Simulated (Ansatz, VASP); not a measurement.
# One calculation of ZrC, two programs

Contents of INCAR:

```
PREC     = Accurate       # precision mode
ENCUT    = 520            # plane-wave cutoff, eV
EDIFF    = 1E-7           # SCF threshold, eV
ISMEAR   = 0              # smearing method
SIGMA    = 0.05           # smearing width, eV
LREAL    = False          # projectors in reciprocal space
LASPH    = True           # aspherical terms in the spheres
NELM     = 60             # most SCF steps
ALGO     = Normal         # electronic algorithm
ISIF     = 2              # what is computed and relaxed
LWAVE    = False          # write WAVECAR
LCHARG   = False          # write CHGCAR
GGA      = RE             # functional
IVDW     = 13             # dispersion correction
NBANDS   = 15             # bands
```

KPOINTS

```
regular mesh
0
Gamma
  8 8 8
```

The input POSCAR:

```
ZrC
1.0
    0.0000000000      2.3405364576      2.3405364576
    2.3405364576      0.0000000000      2.3405364576
    2.3405364576      2.3405364576      0.0000000000
Zr C
1 1
Direct
    0.5000000000      0.5000000000      0.5000000000
    0.0000000000      0.0000000000      0.0000000000
```

Input for Ansatz:

```yaml
crystal:
  lattice:
    - [0.0, 2.3405364576, 2.3405364576]
    - [2.3405364576, 0.0, 2.3405364576]
    - [2.3405364576, 2.3405364576, 0.0]
  atoms:
    - { symbol: Zr, position: [0.5, 0.5, 0.5] }
    - { symbol: C, position: [0.0, 0.0, 0.0] }
basis:
  ecutwfc: 420
  ecutrho_ratio: 4
kpoints:
  mp_grid: { grid: [8, 8, 8] }
hamiltonian:
  xc: revpbe
  dispersion: d4
scf:
  occupations: { method: gaussian, width: 0.05 }
output:
  forces: true
  stress: true
  eigenvalues: true
```

Alike in both runs: task single point; functional revPBE; dispersion D4; k mesh 8 × 8 × 8; occupations gaussian, width 0.05 eV; no spin polarisation.

```csv
,VASP,Ansatz
version,VASP 6.6.1,Ansatz 0.2.0
potentials or method,"VASP PAW PBE potentials, release 64 (Zr_sv, C), cutoff 520 eV","scalar-relativistic, plane waves, PAW"
valence electrons in the cell,16,16
```

VASP gave:

- gap on the k mesh at the Fermi level (eV): none
- pressure (GPa): 0.2

**Question.** What did Ansatz give for the same quantities?

**Answer.** gap on the k mesh at the Fermi level (eV): none; pressure (GPa): 0.0.

VASP's potentials were made for PBE, not for revPBE. A gap of «none» marks a metal or a gap that the smearing closes.
